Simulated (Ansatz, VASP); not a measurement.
# One calculation of Zn, two programs

```
Zn
1.0
     0.00000    1.91181    1.91181
     1.91181    0.00000    1.91181
     1.91181    1.91181    0.00000
Zn
1
Cartesian
  0.0000 0.0000 0.0000
```

Alike in both runs: task single point; functional PBE; k mesh 15 × 15 × 15; occupations fermi-dirac, width 0.1 eV; no spin polarisation.

|  | VASP | Ansatz |
| --- | --- | --- |
| version | VASP 6.6.1 | Ansatz 0.2.0 |
| potentials or method | VASP PAW PBE potentials, release 64 (Zn), cutoff 520 eV | plane waves (420 eV) with PAW, scalar-relativistic |
| valence electrons in the cell | 12 | 12 |

Ansatz gave:

* pressure (GPa): 6.9

**Question.** Estimate VASP's values.

**Answer.** Pressure (GPa): 7.4.
